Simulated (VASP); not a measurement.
The system is Si4Cl.

```
Si Cl
1.0
    -2.33375    2.33375    4.99451
     2.33375   -2.33375    4.99451
     2.33375    2.33375   -4.99451
Si Cl
4 1
Cartesian
  0.0000 0.0000 3.6832
  0.0000 0.0000 6.3058
  0.0000 2.3337 0.0000
  2.3337 0.0000 0.0000
  0.0000 0.0000 0.0000
```

The cell was generated, and may not be a known phase.

```yaml
Program: VASP 6.6.1
Task: relaxation of cell and atoms
Functional: PBE
Potentials_or_basis: VASP PAW PBE potentials, release 64 (Si, Cl)
Cutoff: 600 eV
k_mesh: 12 × 12 × 12
Occupations: gaussian, width 0.1 eV
Spin: no spin polarisation
```

At the start: pressure 0.2 GPa; volume 21.76 Å³/atom.

Problem. Where does the relaxation end?

Solution. Over 14 steps the energy falls by 2.4 meV/atom and the volume is 22.95 Å³/atom (+5.4 %); space group I4/mmm (No. 139, to 0.1 Å) before and after.

The path:
```
step  energy change (eV)  largest force (eV/Å)  pressure (GPa)  volume (Å³)
   1              0.0000                0.1466            0.20       108.81
   2             -0.0033                0.1046            0.13       109.24
   3             -0.0054                0.0671            0.08       109.82
   4             -0.0056                0.0428            0.04       110.06
   5             -0.0056                0.0508            0.06       109.99
   6             -0.0065                0.0371            0.08       110.25
   7             -0.0086                0.0069            0.18       111.01
   8             -0.0098                0.1104            0.37       112.53
   9             -0.0102                0.1018            0.32       112.79
  10             -0.0112                0.0765            0.18       113.56
  11             -0.0117                0.0286           -0.07       115.11
  12             -0.0118                0.0348           -0.04       114.91
  13             -0.0119                0.0265           -0.03       114.86
  14             -0.0120                0.0065            0.01       114.73
```

Final structure:
```yaml
crystal:
  lattice:
    - [-2.35574, 2.35574, 5.16827]
    - [2.35574, -2.35574, 5.16827]
    - [2.35574, 2.35574, -5.16827]
  atoms:
    - { symbol: Si, position: [0.37668, 0.37668, 0.00000] }
    - { symbol: Si, position: [0.62331, 0.62331, 0.00000] }
    - { symbol: Si, position: [0.50000, 0.00000, 0.50000] }
    - { symbol: Si, position: [0.00000, 0.50000, 0.50000] }
    - { symbol: Cl, position: [0.00000, 0.00000, 0.00000] }
```

Caveat: an odd number of electrons without spin polarisation forces a metal; a magnetic or distorted state may lie lower.
